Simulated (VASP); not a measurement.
Here is a VASP 6.6.1 calculation.

Contents of INCAR:

```
ALGO = Normal ; EDIFF = 1E-7
EDIFFG = -0.008 ; ENCUT = 600
IBRION = 2 ; ISIF = 3
ISMEAR = 0 ; LASPH = T
LCHARG = F ; LREAL = F
LWAVE = F ; NELM = 60
NSW = 70 ; PREC = Accurate
PSTRESS = 300.0 ; SIGMA = 0.02
```

Contents of KPOINTS:

```
k-points
0
Gamma
  8 8 8
```

Contents of POSCAR:

```
BaTiO3
1.0
    2.6721511010      1.5427671575      2.1817554293
   -2.6721511010      1.5427671575      2.1817554293
    0.0000000000     -3.0855343150      2.1817554293
Ba Ti O
1 1 3
Direct
   -0.0057458483     -0.0057458483     -0.0057458483
    0.4943214492      0.4943214492      0.4943214492
    0.4941738352      0.9941777291      0.4941738352
    0.4941738352      0.4941738352      0.9941777291
    0.9941777291      0.4941738352      0.4941738352
```

Potentials or basis: VASP PAW LDA potentials, release 64 (Ba_sv, Ti_sv, O).

The run is started by

```console
$ cat potpaw_LDA.64/Ba_sv/POTCAR potpaw_LDA.64/Ti_sv/POTCAR potpaw_LDA.64/O/POTCAR > POTCAR
$ mpirun -np 1 vasp_std > vasp.out
```

(1) What does it give for the relaxed cell?

(2) Estimate the relaxed volume.

(3) Predict the space group after relaxing (to 0.1 Å).

(4) Estimate the band gap on the k mesh.

Results:

(1) a = 3.797 Å, b = 3.797 Å, c = 3.797 Å, α = 90.00°, β = 90.00°, γ = 90.00°.

(2) 10.95 Å³/atom.

(3) Pm-3m (No. 221).

(4) 1.87 eV.

Caveat: the cell is relaxed towards a set pressure, so the run minimises the enthalpy, not the energy; spin-orbit coupling is left out, which moves the levels of the heavy elements.
